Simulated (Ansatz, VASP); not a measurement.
# Sc4SiN: VASP beside Ansatz

```
CELL_PARAMETERS angstrom
4.05372 -3.55281 0.00000
4.05372 3.55281 0.00000
0.00000 0.00000 4.78675
ATOMIC_POSITIONS crystal
Sc 0.72844 0.27156 0.00000
Sc 0.27156 0.72844 0.00000
Sc 0.50000 0.00000 0.50000
Sc 0.00000 0.50000 0.50000
Si 0.50000 0.50000 0.50000
N 0.00000 0.00000 0.00000
```

Change from the starting cell: species swapped into the CeAlCo4 type (Cmmm, No. 65).

Alike in both runs: functional PBE; k mesh 4 × 4 × 4; occupations gaussian, width 0.1 eV; no spin polarisation.

Ansatz relaxed the structure, and its values are those at the end. VASP's run is a single point on that final structure, the one shown.

```csv
,VASP,Ansatz
version,VASP 6.6.1,Ansatz 0.2.0
potentials or method,"VASP PAW PBE potentials, release 64 (Sc_sv, Si, N), cutoff 520 eV","scalar-relativistic, plane waves, PAW"
valence electrons in the cell,53,53
```

VASP gave:

```
gap on the k mesh at the Fermi level (eV) : none
pressure (GPa)                            : 0.1
rms of the force components (eV/Å)        : 0.036
```

Problem. Which values does Ansatz return?

Solution. gap on the k mesh at the Fermi level (eV): none; pressure (GPa): 0.0; rms of the force components (eV/Å): 0.003.

A gap of «none» marks a metal or a gap that the smearing closes.
